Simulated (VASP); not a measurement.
# Cd2TeI2 (P4/mmm) in VASP: a series of runs, part 2 of 3

VASP 6.6.1.

## Step 4: Relaxation of cell and atoms, PBE

This run uses another cell than the first one, of 39.63 Å³/atom, 1.086 times its volume.

File INCAR:

```
PREC = Accurate
ENCUT = 600
EDIFF = 1E-7
ISMEAR = 0
SIGMA = 0.1
LREAL = F
LASPH = T
NELM = 60
ALGO = Normal
ISIF = 3
LWAVE = F
LCHARG = F
GGA = PE
IBRION = 2
NSW = 90
EDIFFG = -0.04
```

File KPOINTS:

```
regular mesh
0
Gamma
  4 4 2
```

File POSCAR:

```
Cd2TeI2
1.0
    5.0319798900      0.0000000000      0.0000000000
    0.0000000000      5.0319798900      0.0000000000
    0.0000000000      0.0000000000      7.8248208600
Cd Te I
2 1 2
Direct
    0.5000000000      0.5000000000      0.0000000000
    0.5000000000      0.5000000000      0.5000000000
    0.0000000000      0.0000000000      0.0000000000
    0.0000000000      0.0000000000      0.3530678300
    0.0000000000      0.0000000000      0.6469321700
```

Potentials or basis: VASP PAW PBE potentials, release 64 (Cd, Te, I).

Run with:

```bash
> cat potpaw_PBE.64/Cd/POTCAR potpaw_PBE.64/Te/POTCAR potpaw_PBE.64/I/POTCAR > POTCAR
> mpirun -np 1 vasp_std > vasp.out
```

OUTCAR:

```text
PREC = Accurate
   ENCUT = 600
   EDIFF = 1E-7
   ISMEAR = 0
   LREAL = F
   LASPH = T
   NELM = 60
   ISIF = 3
   GGA = PE
   IBRION = 2
   NSW = 90
   EDIFFG = -0.04

 ion  position               nearest neighbor table
   1  0.500  0.500  0.000-   3 3.56   3 3.56   3 3.56   3 3.56
   2  0.500  0.500  0.500-
   3  0.000  0.000  0.000-   4 2.76   5 2.76   1 3.56   1 3.56   1 3.56   1 3.56
   4  0.000  0.000  0.353-   5 2.30   3 2.76
   5  0.000  0.000  0.647-   4 2.30   3 2.76

  LATTYP: Found a simple tetragonal cell.
 ALAT       =     5.0319798900
 C/A-ratio  =     1.5550183091

  Lattice vectors:

 A1 = (   5.0319798900,   0.0000000000,   0.0000000000)
 A2 = (   0.0000000000,   5.0319798900,   0.0000000000)
 A3 = (   0.0000000000,   0.0000000000,   7.8248208600)

Analysis of symmetry for initial positions (statically):
=====================================================================
 Subroutine PRICEL returns:
 Original cell was already a primitive cell.

 Routine SETGRP: Setting up the symmetry group for a
 simple tetragonal supercell.
[... 159 lines left out ...]
  free energy    TOTEN  =        -3.85773969 eV

  energy without entropy =       -3.84325509  energy(sigma->0) =       -3.85049739

------------------------ aborting loop because EDIFF is reached ----------------------------------------

  FORCE on cell =-STRESS in cart. coord.  units (eV):
  Direction    XX          YY          ZZ          XY          YZ          ZX
  --------------------------------------------------------------------------------------
  -------------------------------------------------------------------------------------
  Total       -1.1524820     -1.1524820     34.0599221      0.0000000      0.0000000     -0.0000000
  in kB       -9.3194984     -9.3194984    275.4241610      0.0000000      0.0000000     -0.0000000
  external PRESSURE =      85.5950547 kB  Pullay stress =       0.0000000 kB
[... 98 lines left out ...]
  FREE ENERGIE OF THE ION-ELECTRON SYSTEM (eV)
  ---------------------------------------------------
  free  energy   TOTEN  =        -6.9947546630 eV

  energy  without entropy=       -6.9736073940  energy(sigma->0) =       -6.98418103

[... ionic steps 4 to 22 ...]

--------------------------------------- Ionic step       23  -------------------------------------------

 number of electron      44.0000034 magnetization

------------------------ aborting loop because EDIFF is reached ----------------------------------------
[... 73 lines left out ...]
--------------------------------------- Ionic step       25  -------------------------------------------

 number of electron      44.0000026 magnetization

 Free energy of the ion-electron system (eV)
  ---------------------------------------------------
  ext. energy  EPLUGINS =         0.00000000
  ---------------------------------------------------
  free energy    TOTEN  =        -8.02290472 eV

  energy without entropy =       -8.01756397  energy(sigma->0) =       -8.02023435

 E-fermi :   2.9645     XC(G=0):  -8.5284

 val. band max:        2.9426770016   @ k =   0.0000   0.0000   0.5000
 cond. band min:       3.0559672824   @ k =   0.5000   0.2500   0.5000
 fundamental gap:      0.1132902809
 Fermi energy:         2.9645344651

 k-point     1 :       0.0000    0.0000    0.0000
  band No.  band energies     occupation
      1     -10.1581      2.00000
      2      -9.5684      2.00000
      3      -8.6283      2.00000
      4      -5.9048      2.00000
      5      -5.8739      2.00000
      6      -5.8038      2.00000
[... 369 lines left out ...]
  FREE ENERGIE OF THE ION-ELECTRON SYSTEM (eV)
  ---------------------------------------------------
  free  energy   TOTEN  =        -8.0229047182 eV

  energy  without entropy=       -8.0175639737  energy(sigma->0) =       -8.02023435

 reached required accuracy - stopping structural energy minimisation
```

It took 19 min on 1 thread of Oxide Virtual Turin-like, shared host; peak memory 0.35 GiB.

Results:

- Free energy: -8.0229 eV
- Relaxed volume: 36.38 Å³/atom
- Relaxed cell: a = 4.201 Å, b = 4.201 Å, c = 10.306 Å, α = 90.00°, β = 90.00°, γ = 90.00°
- Space group after relaxing (to 0.05 Å): P4/mmm (No. 123)
- Energy gained by relaxing: 833.0 meV/atom
- Ionic steps: 25
- Pressure after relaxing: 0.0 GPa
- Largest force after relaxing: 0.008 eV/Å
- Band gap on the k mesh: zero (band 22 reaches 3.71 eV, above the bottom of band 23 at 1.62 eV)

Forces in eV/Å, atoms in the order of the input:
```
Cd   0.000  0.000  0.000
Cd   0.000  0.000  0.000
Te   0.000  0.000  0.000
I    0.000  0.000 -0.008
I    0.000  0.000  0.008
```

The path:
| step | energy change (eV) | largest force (eV/Å) | pressure (GPa) | volume (Å³) |
| --- | --- | --- | --- | --- |
| 1 | 0.0000 | 10.1654 | 8.56 | 198.13 |
| 2 | -3.1178 | 0.0356 | -2.36 | 257.42 |
| 3 | -3.1370 | 0.0025 | -2.31 | 255.35 |
| 4 | -3.1523 | 0.0243 | -2.26 | 253.54 |
| 5 | -3.1899 | 0.1650 | -1.59 | 239.02 |
| 6 | -3.1979 | 0.1521 | -1.89 | 244.39 |
| 7 | -3.1989 | 0.1592 | -1.83 | 243.30 |
| 8 | -3.5264 | 0.1669 | -1.83 | 226.12 |
| 9 | -4.0115 | 0.3280 | 0.91 | 177.67 |
| 10 | -4.0265 | 0.1296 | -0.41 | 188.94 |
| 11 | -4.0351 | 0.1852 | -0.02 | 184.91 |
| 12 | -4.0349 | 0.2075 | 0.10 | 183.81 |
| 13 | -4.0407 | 0.1900 | -0.04 | 184.13 |
| 14 | -4.0526 | 0.1332 | -0.40 | 185.10 |
| 15 | -4.0736 | 0.2764 | -0.78 | 187.03 |
| 16 | -4.1313 | 0.0528 | -1.16 | 190.86 |
| 17 | -4.1331 | 0.0377 | -1.13 | 190.66 |
| 18 | -4.1373 | 0.0131 | -1.02 | 190.08 |
| 19 | -4.1380 | 0.1508 | -0.76 | 188.92 |
| 20 | -4.1391 | 0.0796 | -0.89 | 189.46 |
| 21 | -4.1420 | 0.0749 | -0.84 | 188.99 |
| 22 | -4.1499 | 0.0609 | -0.69 | 187.59 |
| 23 | -4.1609 | 0.0342 | -0.36 | 184.80 |
| 24 | -4.1620 | 0.0172 | 0.40 | 179.30 |
| 25 | -4.1652 | 0.0085 | 0.02 | 181.90 |

Final structure:
```
CELL_PARAMETERS angstrom
4.20124 0.00000 0.00000
0.00000 4.20124 0.00000
0.00000 0.00000 10.30577
ATOMIC_POSITIONS crystal
Cd 0.50000 0.50000 0.00000
Cd 0.50000 0.50000 0.50000
Te 0.00000 0.00000 0.00000
I 0.00000 0.00000 0.33291
I 0.00000 0.00000 0.66709
```

Levels at points of the mesh, in eV from the Fermi level:
```tsv
k point	band 18	band 19	band 20	band 21	band 22	band 23	band 24	band 25	band 26
(0.00, 0.00, 0.00)	-1.58	-1.58	-1.39	-1.39	-0.97	-0.49	0.21	2.60	4.63
(0.50, 0.00, 0.00)	-2.86	-1.63	-1.26	-0.21	0.75	0.76	2.15	2.95	3.46
(0.50, 0.50, 0.00)	-3.06	-2.69	-2.69	-2.64	-2.07	-1.35	0.91	2.16	3.45
(0.00, 0.00, 0.50)	-1.91	-1.91	-1.58	-1.18	-1.18	-0.86	-0.02	2.99	3.95
(0.50, 0.00, 0.50)	-1.59	-1.33	-1.25	-0.65	-0.17	0.38	2.51	3.16	3.66
(0.50, 0.50, 0.50)	-3.75	-2.53	-2.53	-2.03	-1.41	-1.06	-0.28	3.04	3.04
```

Caveat: the k points lie up to 0.37 Å⁻¹ apart in the final cell; spin-orbit coupling is left out, which moves the levels of the heavy elements.

## Step 5: Single point, PBE

This run uses another cell than the first one, of 42.40 Å³/atom, 1.162 times its volume.

File INCAR:

```
SYSTEM = Cd2TeI2
PREC = Accurate
ENCUT = 520
EDIFF = 1E-6
ISMEAR = 0
SIGMA = 0.1
LREAL = .FALSE.
LASPH = .TRUE.
NELM = 80
ALGO = Normal
ISIF = 2
LWAVE = .FALSE.
LCHARG = .TRUE.
GGA = PE
LELF = .TRUE.
LVHAR = .TRUE.
NBANDS = 30
```

File KPOINTS:

```
regular mesh
0
G
  10 10 4
  0 0 0
```

File POSCAR:

```
Cd2TeI2
1.0
    4.0155052046      0.0000000000      0.0000000000
    0.0000000000      4.0155052046      0.0000000000
    0.0000000000      0.0000000000     13.1468336019
Cd Te I
2 1 2
Direct
    0.5000000000      0.5000000000      0.0000000000
    0.5000000000      0.5000000000      0.5000000000
    0.0000000000      0.0000000000      0.0000000000
    0.0000000000      0.0000000000      0.3614378772
    0.0000000000      0.0000000000      0.6385621228
```

Run with:

```bash
> cat potpaw_PBE.64/Cd/POTCAR potpaw_PBE.64/Te/POTCAR potpaw_PBE.64/I/POTCAR > POTCAR
> mpirun -np 1 vasp_std > vasp.out
```

Wall time 5.5 min (1 thread of Oxide Virtual Turin-like, shared host); peak memory 0.51 GiB.

Results (log left out):

```yaml
Free_energy: -8.1844 eV
Pressure: 0.1 GPa
Largest_force: 0.008 eV/Å
Band_gap_on_the_k_mesh: zero (band 22 reaches 1.87 eV, above the bottom of band 23 at 0.57 eV)
```

Forces in eV/Å, atoms in the order of the input:
```
Cd   0.000  0.000  0.000
Cd   0.000  0.000  0.000
Te   0.000  0.000  0.000
I    0.000  0.000 -0.008
I    0.000  0.000  0.008
```

Levels at points of the mesh, in eV from the Fermi level:
```
           k point  band 20  band 21  band 22  band 23  band 24  band 25
(0.00, 0.00, 0.00)    -0.78    -0.25    -0.25     0.41     0.67     3.84
(0.50, 0.00, 0.00)    -0.15    -0.06     0.81     1.31     2.65     4.11
(0.50, 0.50, 0.00)    -1.73    -1.36    -0.69    -0.49     0.09     3.28
(0.00, 0.00, 0.50)    -0.89    -0.25    -0.25     0.49     0.66     3.80
(0.50, 0.00, 0.50)    -0.27    -0.06     0.81     1.27     2.74     4.24
(0.50, 0.50, 0.50)    -1.76    -1.36    -0.69    -0.23    -0.16     3.31
```

Caveat: spin-orbit coupling is left out, which moves the levels of the heavy elements; this functional lacks dispersion, which binds the layers, so the pressure and a relaxed spacing across them are unreliable.

(Continued in part 3 of 3.)
